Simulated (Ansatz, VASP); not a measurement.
## Two plane-wave programs on GaN

```
CELL_PARAMETERS angstrom
0.00000 2.24912 2.24912
2.24912 0.00000 2.24912
2.24912 2.24912 0.00000
ATOMIC_POSITIONS crystal
Ga 0.00000 0.00000 0.00000
N 0.25000 0.25000 0.25000
```

Alike in both runs: task single point; functional PBEsol; k mesh 10 × 10 × 10; occupations gaussian, width 0.02 eV; no spin polarisation.

|  | VASP | Ansatz |
| --- | --- | --- |
| version | VASP 6.6.1 | Ansatz 0.2.0 |
| potentials or method | VASP PAW PBE potentials, release 64 (Ga_d, N), cutoff 520 eV | scalar-relativistic, plane waves, PAW |
| valence electrons in the cell | 18 | 18 |

Ansatz gave:

```
gap on the k mesh at the Fermi level (eV) : 1.70
least direct gap on the mesh (eV)         : 1.70
pressure (GPa)                            : 0.0
```

Estimate VASP's values.

gap on the k mesh at the Fermi level (eV): 1.72; least direct gap on the mesh (eV): 1.72; pressure (GPa): -0.2.

VASP's potentials were made for PBE, not for PBEsol. The functional is the same, so the differences come from potentials, cutoffs and numerics.
